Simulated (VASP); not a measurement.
Here is a VASP 6.6.1 calculation.

INCAR

```
PREC = Accurate ; ENCUT = 600
EDIFF = 1E-6 ; ISMEAR = 0
SIGMA = 0.02 ; LREAL = F
LASPH = T ; NELM = 200
ALGO = Normal ; ISIF = 2
LWAVE = F ; LCHARG = T
ISPIN = 2 ; MAGMOM = 1.91 0.21
LORBIT = 11 ; LMAXMIX = 4
LDAU = T ; LDAUTYPE = 2
LDAUL = 2 -1 ; LDAUU = 6.2 0
LDAUJ = 0 0 ; LDAUPRINT = 1
GGA = PE ; LELF = T
LVHAR = T ; NBANDS = 23
GGA_COMPAT = F
```

Contents of KPOINTS:

```
regular mesh
0
Gamma
  12 12 12
```

The input POSCAR:

```
NiO
1.0
    0.0000000000      2.1121832580      2.1121832580
    2.1121832580      0.0000000000      2.1121832580
    2.1121832580      2.1121832580      0.0000000000
Ni O
1 1
Direct
    0.0000000000      0.0000000000      0.0000000000
    0.5000000000      0.5000000000      0.5000000000
```

Potentials or basis: VASP PAW PBE potentials, release 64 (Ni_sv_GW, O).

Run with:

```sh
$ cat potpaw_PBE.64/Ni_sv_GW/POTCAR potpaw_PBE.64/O/POTCAR > POTCAR
$ mpirun -np 1 vasp_std > vasp.out
```

Question: What does it give for the pressure?

Answer: 2.0 GPa.

Question: What does it give for the net moment?

Answer: 2.00 μB per cell.

Question: Estimate the site moments.

Answer: Ni +1.79; O +0.17 μB.

Question: What does it give for the band gap on the k mesh?

Answer: 2.15 eV, indirect (least direct gap 3.44 eV).

Eigenvalues of the final occupation matrices:
| site | spin | trace | eigenvalues |
| --- | --- | --- | --- |
| site 1 d | 1 | 4.75 | 0.94 0.94 0.94 0.97 0.97 |
| site 1 d | 2 | 2.98 | 0.09 0.09 0.93 0.93 0.93 |

Caveat: a cell with one magnetic atom can't hold antiferromagnetic order, which such compounds often take. The state reached can hang on the start; a lower one may exist.
